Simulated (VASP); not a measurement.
**Sb: single point with PBE**

Crystal: Sb.

```
Sb
1.0
     2.98071    0.00000    0.00000
     0.00000    2.98071    0.00000
     0.00000    0.00000    2.98071
Sb
1
Direct
  0.00000 0.00000 0.00000
```

This cell differs from its parent crystal: volume scaled by 0.88.

```
Program                : VASP 6.6.1
Task                   : single point
Functional             : PBE
Potentials or basis    : VASP PAW PBE potentials, release 64 (Sb)
Cutoff                 : 520 eV
k mesh                 : 14 × 14 × 14
Occupations            : gaussian, width 0.1 eV
Spin                   : no spin polarisation
Dipole correction      : no
Further INCAR settings : ALGO = Normal; EDIFF = 1e-06; NBANDS = 8
```

The pressure is 9.2 GPa.

Levels at points of the mesh, in eV from the Fermi level:
```
           k point  band 1  band 2  band 3  band 4  band 5  band 6
(0.00, 0.00, 0.00)  -13.35    3.58    3.58    3.58    7.06    7.06
(0.50, 0.00, 0.00)  -10.47   -6.43    6.02    6.02    9.37   10.91
(0.50, 0.50, 0.00)   -7.35   -4.08   -4.08    1.73    8.59   13.60
(0.50, 0.50, 0.50)   -3.75   -1.85   -1.85   -1.85    4.67    4.67
```

It took 6.9 s on 1 thread of Intel Xeon 6975P-C, with other jobs on the host, peak memory 0.15 GiB.

Caveat: spin-orbit coupling is left out, which moves the levels of the heavy elements.
